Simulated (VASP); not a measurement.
Co3SbS4, 8 atoms in the cell. The structure is tetragonal, space group I-42m (No. 121). The conventional cell has a = 5.282 Å, b = 5.282 Å, c = 9.958 Å, α = 90.00°, β = 90.00°, γ = 90.00°. Within 2.8 Å of Co (site symmetry -42m) lie 4 S at 2.14 Å. Within 2.9 Å of Co (site symmetry -4) lie 4 S at 2.16 Å. Within 3.4 Å of Sb (site symmetry -42m) lie 4 S at 2.61 Å. S (site symmetry m) has 3 Co at 2.14 to 2.16 Å and 1 Sb at 2.61 Å within 2.8 Å. 

- Program: VASP 6.6.1
- Task: single point
- Functional: r2SCAN
- Potentials or basis: VASP PAW PBE potentials, release 64 (Co, Sb, S)
- Cutoff: 520 eV
- k mesh: 4 × 4 × 4
- Occupations: methfessel-paxton, width 0.1363 eV
- Spin: no spin polarisation
- Dipole correction: no
- Further INCAR settings: ALGO = Normal; EDIFF = 1e-06; NBANDS = 38

Potentials or basis: VASP PAW PBE potentials, release 64 (Co, Sb, S).

The run is started by

```console
$ cat potpaw_PBE.64/Co/POTCAR potpaw_PBE.64/Sb/POTCAR potpaw_PBE.64/S/POTCAR > POTCAR
$ cp INCAR.step1 INCAR
$ mpirun -np 1 vasp_std > vasp.out
$ cp INCAR.step2 INCAR
$ mpirun -np 1 vasp_std > vasp.out
```

Hardware: 1 thread of Intel(R) Xeon(R) Platinum 8375C CPU @ 2.90GHz (Ice Lake), with other jobs on the host.

**Question.** How long does it take, and how much memory?

**Answer.** It took 4.1 min on 1 thread of Intel(R) Xeon(R) Platinum 8375C CPU @ 2.90GHz (Ice Lake), on a shared host, peak memory 0.32 GiB. Counts: k points 13.
